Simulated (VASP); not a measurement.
Input of a VASP 6.6.1 run:

File INCAR:

```
ALGO = Normal ; EDIFF = 1E-6
EDIFFG = -0.04 ; ENCUT = 600
GGA = PE ; IBRION = 2
ISIF = 3 ; ISMEAR = 0
LASPH = T ; LCHARG = F
LREAL = F ; LWAVE = F
NELM = 60 ; NSW = 90
PREC = Accurate ; SIGMA = 0.1
```

Contents of KPOINTS:

```
k-points
0
Gamma
  3 3 4
```

POSCAR

```
Sn5H
1.0
    6.2551200500      0.0000000000      0.0000000000
   -3.1275600300      5.4170928700      0.0000000000
    0.0000000000      0.0000000000      4.7607346800
Sn H
5 1
Direct
    0.3333333300      0.6666666700      0.0000000000
    0.6666666700      0.3333333300      0.0000000000
    0.5000000000      0.0000000000      0.5000000000
    0.5000000000      0.5000000000      0.5000000000
    0.0000000000      0.5000000000      0.5000000000
    0.0000000000      0.0000000000      0.0000000000
```

Potentials or basis: VASP PAW PBE potentials, release 64 (Sn_d, H).

Command:

```console
$ cat potpaw_PBE.64/Sn_d/POTCAR potpaw_PBE.64/H/POTCAR > POTCAR
$ mpirun -np 1 vasp_std > vasp.out
```

(1) Predict the space group after relaxing (to 0.1 Å).

(2) What does it give for the band gap on the k mesh?

## Answers

(1) P6/mmm (No. 191).

(2) zero (an odd number of electrons rules out a gap without spin polarisation).

Caveat: spin-orbit coupling is left out, which moves the levels of the heavy elements.
